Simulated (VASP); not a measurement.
Write the native input for VASP 6.6.1 that does the following.

```yaml
Task: single point
Functional: PBE
Potentials_or_basis: VASP PAW PBE potentials, release 64 (As)
Cutoff: 520 eV
k_mesh: 44 × 44 × 44
Occupations: fermi-dirac, width 0.0612256 eV
Spin: no spin polarisation
Dipole_correction: no
Further_INCAR_settings: ALGO = Normal; EDIFF = 1e-07; NBANDS = 8
```

The structure of As lies in POSCAR:

```
As
1.0
    0.0000000000      2.1552108112      2.1552108112
    2.1552108112      0.0000000000      2.1552108112
    2.1552108112      2.1552108112      0.0000000000
As
1
Direct
    0.0000000000      0.0000000000      0.0000000000
```

The input as run:

INCAR

```
PREC = Accurate
ENCUT = 520
EDIFF = 1E-7
ISMEAR = -1
SIGMA = 0.06122561905347299
LREAL = False
LASPH = True
NELM = 100
ALGO = Normal
ISIF = 2
LWAVE = False
LCHARG = True
GGA = PE
LELF = True
LVHAR = True
NBANDS = 8
```

KPOINTS

```
Automatic mesh
0
Gamma
  44 44 44
```

Potentials or basis: VASP PAW PBE potentials, release 64 (As).

Command:

```bash
$ cat potpaw_PBE.64/As/POTCAR > POTCAR
$ mpirun -np 1 vasp_std > vasp.out
```

Results of the run:

| Property | Result |
| --- | --- |
| Pressure | -2.6 GPa |

Run time: 61 s on 1 thread of Intel(R) Xeon(R) 6975P-C (Granite Rapids), with other jobs on the host, peak memory 0.43 GiB.
